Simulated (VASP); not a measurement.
# CaSe (I4/mmm) in VASP: further runs

Runs on CaSe. Level: PBEsol. Tasks: single point.

Everything below comes from runs of VASP 6.6.1. Logs are shortened: lines on timing, memory, paths and dates and some standing lists are left out, and cuts for length are marked.

## Step 1: The cell of the first run

The structure is tetragonal, space group I4/mmm (No. 139). The conventional cell has a = 4.191 Å, b = 4.191 Å, c = 5.851 Å, α = 90.00°, β = 90.00°, γ = 90.00°. Within 3.9 Å of Ca (site symmetry 4/mmm) lie 6 Se at 2.93 to 2.96 Å. Within 3.9 Å of Se (site symmetry 4/mmm) lie 6 Ca at 2.93 to 2.96 Å.

## Step 2: Single point, PBEsol, non-collinear spin, zero start, spin-orbit coupling (film at in-plane strain +0.01)

The input, INCAR:

```
SYSTEM = CaSe
PREC = Accurate
ENCUT = 520
EDIFF = 1E-6
ISMEAR = 0
SIGMA = 0.01
LREAL = .False.
LASPH = .True.
NELM = 150
ALGO = Normal
ISIF = 2
LWAVE = .False.
LCHARG = .False.
MAGMOM = 0 0 0 0 0 0
LORBIT = 11
LSORBIT = .True.
GGA_COMPAT = .False.
LORBMOM = .True.
GGA = PS
NBANDS = 28
```

The input, KPOINTS:

```
Automatic mesh
0
Gamma
  8 8 8
  0 0 0
```

The input, POSCAR:

```
CaSe
1.0
    2.9637950892      2.9637950892      0.0000000000
   -2.9637950892      2.9637950892      0.0000000000
    0.0000000000      2.9637950892      2.9252693646
Ca Se
1 1
Direct
    0.0000000000      0.0000000000      0.0000000000
    0.5000000000      0.5000000000      0.0000000000
```

Potentials or basis: VASP PAW PBE potentials, release 64 (Ca_sv, Se).

On the command line:

```console
> cat potpaw_PBE.64/Ca_sv/POTCAR potpaw_PBE.64/Se/POTCAR > POTCAR
> mpirun -np 1 vasp_ncl > vasp.out
```

OUTCAR:

```text
SYSTEM = CaSe
   PREC = Accurate
   ENCUT = 520
   EDIFF = 1E-6
   ISMEAR = 0
   LREAL = .False.
   LASPH = .True.
   NELM = 150
   ISIF = 2
   LORBIT = 11
   LSORBIT = .True.
   GGA = PS

 ion  position               nearest neighbor table
   1  0.000  0.000  0.000-   2 2.93   2 2.93   2 2.96   2 2.96   2 2.96   2 2.96
   2  0.500  0.500  0.000-   1 2.93   1 2.93   1 2.96   1 2.96   1 2.96   1 2.96

  LATTYP: Found a body centered tetragonal cell.
 ALAT       =     4.1914392112
 C/A-ratio  =     1.3958305094

  Lattice vectors:

 A1 = (   2.9637950892,   0.0000000000,  -2.9252693646)
 A2 = (  -2.9637950892,   0.0000000000,  -2.9252693646)
 A3 = (   0.0000000000,   2.9637950892,   2.9252693646)

Analysis of symmetry for initial positions (statically):
=====================================================================
 Subroutine PRICEL returns:
 Original cell was already a primitive cell.

 Routine SETGRP: Setting up the symmetry group for a
 body centered tetragonal supercell.

 Subroutine GETGRP returns: Found 16 space group operations
 (whereof 16 operations were pure point group operations)
 out of a pool of 16 trial point group operations.

The static configuration has the point symmetry D_4h.

Analysis of symmetry for dynamics (positions and initial velocities):
=====================================================================
 Subroutine PRICEL returns:
 Original cell was already a primitive cell.

 Routine SETGRP: Setting up the symmetry group for a
 body centered tetragonal supercell.

 Subroutine GETGRP returns: Found 16 space group operations
 (whereof 16 operations were pure point group operations)
 out of a pool of 16 trial point group operations.

The dynamic configuration has the point symmetry D_4h.

Analysis of structural, dynamic, and magnetic symmetry:
=====================================================================
 Subroutine PRICEL returns:
 Original cell was already a primitive cell.

 Routine SETGRP: Setting up the symmetry group for a
 body centered tetragonal supercell.

 Subroutine GETGRP returns: Found 16 space group operations
 (whereof 16 operations were pure point group operations)
 out of a pool of 16 trial point group operations.

The overall configuration has the point symmetry D_4h.

 Subroutine INISYM returns: Found 16 space group operations
 (whereof 16 operations are pure point group operations),
 and found     1 'primitive' translations

----------------------------------------------------------------------------------------

                                     Primitive cell

  volume of cell :      51.3916

  direct lattice vectors                    reciprocal lattice vectors
     2.963795089  2.963795089  0.000000000     0.168702621  0.168702621 -0.170924430
    -2.963795089  2.963795089  0.000000000    -0.168702621  0.168702621 -0.170924430
     0.000000000  2.963795089  2.925269365     0.000000000  0.000000000  0.341848861

  length of vectors
     4.191439211  4.191439211  4.164286516     0.293489880  0.293489880  0.341848861

  position of ions in fractional coordinates (direct lattice)
     0.000000000  0.000000000  0.000000000
     0.500000000  0.500000000  0.000000000

  ion indices of the primitive-cell ions
   primitive index   ion index
                 1           1
                 2           2

----------------------------------------------------------------------------------------

 KPOINTS: Automatic mesh

Automatic generation of k-mesh.
 Grid dimensions read from file:
 generate k-points for:    8    8    8

 Generating k-lattice:

  Cartesian coordinates                     Fractional coordinates (reciprocal lattice)
     0.021087828  0.021087828 -0.021365554     0.125000000  0.000000000  0.000000000
    -0.021087828  0.021087828 -0.021365554     0.000000000  0.125000000  0.000000000
     0.000000000  0.000000000  0.042731108     0.000000000  0.000000000  0.125000000

  Length of vectors
     0.036686235  0.036686235  0.042731108

  Shift w.r.t. Gamma in fractional coordinates (k-lattice)
     0.000000000  0.000000000  0.000000000

 Subroutine IBZKPT returns following result:
 ===========================================

 Found     59 irreducible k-points:

 Following reciprocal coordinates:
            Coordinates               Weight
  0.000000  0.000000  0.000000      1.000000
  0.125000  0.000000 -0.000000      8.000000
  0.250000  0.000000 -0.000000      8.000000
  0.375000  0.000000  0.000000      8.000000
  0.500000  0.000000 -0.000000      4.000000
[... 38 lines left out ...]
   EDIFF  = 0.1E-05   stopping-criterion for ELM
   LREAL  =      F    real-space projection
[... 7 lines left out ...]
   TEBEG  =    0.0;   TEEND  =   0.0 temperature during run
   PSTRESS=    0.0 pullay stress
   NELECT =      16.0000    total number of electrons
   NUPDOWN=      -1.0000    fix difference up-down
   EMIN   =  10.00;   EMAX   =-10.00  energy-range for DOS
   EFERMI =   0.00;   METHOD = LEGACY
   ISMEAR =     0;   SIGMA  =   0.01  broadening in eV -4-tet -1-fermi 0-gaus
   EFERMI_NEDOS =   21; number of points for ismear=-14 and -15
   IALGO  =     38    algorithm
   IMIX   =      4    mixing-type and parameters
     AMIX     =   0.40;   BMIX     =  1.00
     AMIX_MAG =   1.60;   BMIX_MAG =  1.00
  volume/ion in A,a.u.               =      25.70       173.40
  Fermi-wavevector in a.u.,A,eV,Ry     =   1.109560  2.096764 16.750448  1.231123
  Thomas-Fermi vector in A             =   2.246101
   LORBIT       =     11    0 simple, 1 ext, 2 COOP (PROOUT), +10 PAW based schemes
   GGA     = PS    functional components
   LHFCALC =     F    Hartree Fock is set to
   AEXX    =    0.0000 exact exchange contribution
   IVDW    =     0    specifies the selected vdW correction
   LEPSILON=     F    determine dielectric tensor
   LRPA    =     F    only Hartree local field effects (RPA)
 Gauss-broadening in eV      SIGMA  =   0.01
  energy-cutoff  :      520.00
  volume of cell :       51.39
 maximum number of plane-waves:      2792
   NGX = 15   NGY = 15   NGZ = 15

 number of electron      15.9999998 magnetization       0.0000000      0.0000000      0.0000000

 number of electron      15.9999998 magnetization      -0.0000000     -0.0000000     -0.0000000

 number of electron      15.9999998 magnetization       0.0000000     -0.0000000      0.0000000

 number of electron      15.9999998 magnetization      -0.0000000      0.0000000     -0.0000000

 Free energy of the ion-electron system (eV)
  ---------------------------------------------------
  ext. energy  EPLUGINS =         0.00000000
  ---------------------------------------------------
  free energy    TOTEN  =       -10.09207113 eV

  energy without entropy =      -10.09207113  energy(sigma->0) =      -10.09207113

 E-fermi :   2.6958     XC(G=0):  -9.3559

 val. band max:        2.5268121563   @ k =   0.0000   0.0000   0.0000
 cond. band min:       4.2945490972   @ k =   0.0000   0.0000   0.5000
 fundamental gap:      1.7677369409
 Fermi energy:         2.6957897564

 k-point     1 :       0.0000    0.0000    0.0000
  band No.  band energies     occupation
      1     -37.1288      1.00000
      2     -37.1288      1.00000
      3     -18.4556      1.00000
      4     -18.4556      1.00000
      5     -18.0811      1.00000
      6     -18.0811      1.00000
[... 733 lines left out ...]
     27       9.1156      0.00000
     28       9.1156      0.00000

 [... further k-points ...]

------------------------ aborting loop because EDIFF is reached ----------------------------------------

  FORCE on cell =-STRESS in cart. coord.  units (eV):
  Direction    XX          YY          ZZ          XY          YZ          ZX
  --------------------------------------------------------------------------------------
  -------------------------------------------------------------------------------------
  Total       -0.3353342     -0.3353342      0.0644356      0.0000000      0.0000000     -0.0000000
  in kB      -10.4543297    -10.4543297      2.0088359      0.0000000      0.0000000     -0.0000000
  external PRESSURE =      -6.2999411 kB  Pullay stress =       0.0000000 kB

 VOLUME and BASIS-vectors are now :
 -----------------------------------------------------------------------------
  energy-cutoff  :      520.00
  volume of cell :       51.39
      direct lattice vectors                 reciprocal lattice vectors
     2.963795089  2.963795089  0.000000000     0.168702621  0.168702621 -0.170924430
    -2.963795089  2.963795089  0.000000000    -0.168702621  0.168702621 -0.170924430
     0.000000000  2.963795089  2.925269365     0.000000000  0.000000000  0.341848861

 POSITION                                       TOTAL-FORCE (eV/Angst)
 -----------------------------------------------------------------------------------
      0.00000      0.00000      0.00000         0.000000      0.000000      0.000000
      0.00000      2.96380      0.00000        -0.000000     -0.000000      0.000000
 -----------------------------------------------------------------------------------
    total drift:                                0.000000     -0.000000     -0.000000

  FREE ENERGIE OF THE ION-ELECTRON SYSTEM (eV)
  ---------------------------------------------------
  free  energy   TOTEN  =       -10.0920711252 eV

  energy  without entropy=      -10.0920711252  energy(sigma->0) =      -10.09207113

 orbital moment (x)

 # of ion     p       d       tot
 ----------------------------------------
  1         0.000   0.000   0.000
  2        -0.000   0.000  -0.000
 ----------------------------------------
           -0.000   0.000  -0.000

 orbital moment (y)

 # of ion     p       d       tot
 ----------------------------------------
  1         0.000   0.000   0.000
  2         0.000   0.000   0.000
 ----------------------------------------
            0.000   0.000   0.000

 orbital moment (z)

 # of ion     p       d       tot
 ----------------------------------------
  1         0.000  -0.000  -0.000
  2         0.000   0.000   0.000
 ----------------------------------------
            0.000  -0.000  -0.000

 Spin-Orbit-Coupling matrix elements

 Ion:    1  E_soc:     -0.0060535
 l=   1
     0.0000000    -0.0009975    -0.0009965
    -0.0009975     0.0000000    -0.0009975
    -0.0009965    -0.0009975     0.0000000
 l=   2
     0.0000000     0.0000012     0.0000000     0.0000012    -0.0000126
     0.0000012     0.0000000    -0.0000100     0.0000014    -0.0000031
     0.0000000    -0.0000100     0.0000000    -0.0000100     0.0000000
     0.0000012     0.0000014    -0.0000100     0.0000000    -0.0000031
    -0.0000126    -0.0000031     0.0000000    -0.0000031     0.0000000
 l=   3
     0.0000000     0.0000000     0.0000000     0.0000000     0.0000000     0.0000000     0.0000000
     0.0000000     0.0000000     0.0000000     0.0000000     0.0000000     0.0000000     0.0000000
     0.0000000     0.0000000     0.0000000     0.0000000     0.0000000     0.0000000     0.0000000
     0.0000000     0.0000000     0.0000000     0.0000000     0.0000000     0.0000000     0.0000000
     0.0000000     0.0000000     0.0000000     0.0000000     0.0000000     0.0000000     0.0000000
     0.0000000     0.0000000     0.0000000     0.0000000     0.0000000     0.0000000     0.0000000
     0.0000000     0.0000000     0.0000000     0.0000000     0.0000000     0.0000000     0.0000000

 Ion:    2  E_soc:     -0.0358571
 l=   1
     0.0000000    -0.0059733    -0.0059807
    -0.0059733     0.0000000    -0.0059733
    -0.0059807    -0.0059733     0.0000000
 l=   2
     0.0000000    -0.0000004     0.0000000    -0.0000004     0.0000000
    -0.0000004     0.0000000     0.0000001    -0.0000005     0.0000000
     0.0000000     0.0000001     0.0000000     0.0000001     0.0000000
    -0.0000004    -0.0000005     0.0000001     0.0000000     0.0000000
     0.0000000     0.0000000     0.0000000     0.0000000     0.0000000
 l=   3
     0.0000000     0.0000000     0.0000000     0.0000000     0.0000000     0.0000000     0.0000000
     0.0000000     0.0000000     0.0000000     0.0000000     0.0000000     0.0000000     0.0000000
     0.0000000     0.0000000     0.0000000     0.0000000     0.0000000     0.0000000     0.0000000
     0.0000000     0.0000000     0.0000000     0.0000000     0.0000000     0.0000000     0.0000000
     0.0000000     0.0000000     0.0000000     0.0000000     0.0000000     0.0000000     0.0000000
     0.0000000     0.0000000     0.0000000     0.0000000     0.0000000     0.0000000     0.0000000
     0.0000000     0.0000000     0.0000000     0.0000000     0.0000000     0.0000000     0.0000000

 total charge

# of ion       s       p       d       tot
------------------------------------------
    1        2.034   5.851   0.245   8.129
    2        1.432   2.479   0.005   3.917
--------------------------------------------------
tot          3.466   8.330   0.250  12.046

 magnetization (x)

# of ion       s       p       d       tot
------------------------------------------
    1        0.000   0.000   0.000   0.000
    2        0.000   0.000   0.000   0.000
--------------------------------------------------
tot          0.000   0.000   0.000   0.000

 magnetization (y)

# of ion       s       p       d       tot
------------------------------------------
    1        0.000   0.000   0.000   0.000
    2        0.000   0.000   0.000   0.000
--------------------------------------------------
tot          0.000   0.000   0.000   0.000

 magnetization (z)

# of ion       s       p       d       tot
------------------------------------------
    1        0.000   0.000  -0.000  -0.000
    2       -0.000   0.000   0.000   0.000
--------------------------------------------------
tot         -0.000   0.000  -0.000   0.000
```

It took 4.2 min on 1 thread of Oxide Virtual Turin-like, shared host; peak memory 0.34 GiB.

What came out:

| Property | Result |
| --- | --- |
| Free energy | -10.0921 eV |
| Pressure | -0.6 GPa |
| Net moment | 0.00 μB per cell |
| Valence electrons inside the program's atomic spheres | Ca 8.13; Se 3.92 |

Stress tensor (GPa, compression positive):
```
-1.05  0.00  0.00
 0.00 -1.05  0.00
 0.00  0.00  0.20
```

Moments on the atoms (μB; x, y, z):
```
Ca  0.00 0.00 0.00
Se  0.00 0.00 0.00
```

Caveat: the cell differs from its parent crystal (film at in-plane strain +0.01); the PAW data sets were made with another functional, which shifts forces and pressure a little.

## Step 3: Single point, PBEsol, non-collinear spin, zero start, spin-orbit coupling (film at in-plane strain +0.02)

The input, INCAR:

```
PREC     = Accurate       # precision mode
ENCUT    = 520            # plane-wave cutoff, eV
EDIFF    = 1E-7           # SCF threshold, eV
ISMEAR   = 0              # smearing method
SIGMA    = 0.01           # smearing width, eV
LREAL    = False          # projectors in reciprocal space
LASPH    = True           # aspherical terms in the spheres
NELM     = 150            # most SCF steps
ALGO     = Normal         # electronic algorithm
ISIF     = 2              # what is computed and relaxed
LWAVE    = False          # write WAVECAR
LCHARG   = False          # write CHGCAR
MAGMOM   = 0 0 0 0 0 0    # initial moments
LORBIT   = 11             # projections on sites
LSORBIT  = True           # spin-orbit coupling
GGA_COMPAT= False        
LORBMOM  = True         
GGA      = PS             # functional
NBANDS   = 28             # bands
```

The input, KPOINTS:

```
Automatic mesh
0
Gamma
  8 8 8
```

The input, POSCAR:

```
CaSe
1.0
    2.9931395951      2.9931395951      0.0000000000
   -2.9931395951      2.9931395951      0.0000000000
    0.0000000000      2.9931395951      2.9165001427
Ca Se
1 1
Direct
    0.0000000000      0.0000000000      0.0000000000
    0.5000000000      0.5000000000      0.0000000000
```

Potentials or basis: VASP PAW PBE potentials, release 64 (Ca_sv, Se).

On the command line:

```console
> cat potpaw_PBE.64/Ca_sv/POTCAR potpaw_PBE.64/Se/POTCAR > POTCAR
> mpirun -np 1 vasp_ncl > vasp.out
```

Run time: 3.4 min. Hardware: 1 thread of Oxide Virtual Turin-like, shared host; peak memory 0.34 GiB.

It converged, with:

```
Free energy                                           : -10.0818 eV
Pressure                                              : -1.4 GPa
Net moment                                            : 0.00 μB per cell
Valence electrons inside the program's atomic spheres : Ca 8.12; Se 3.91
```

Stress tensor (GPa, compression positive):
```
-2.14  0.00  0.00
 0.00 -2.14  0.00
 0.00  0.00  0.19
```

Moments on the atoms (μB; x, y, z):
```
Ca  0.00 0.00 0.00
Se  0.00 0.00 0.00
```

Caveat: the cell differs from its parent crystal (film at in-plane strain +0.02); the PAW data sets were made with another functional, which shifts forces and pressure a little.
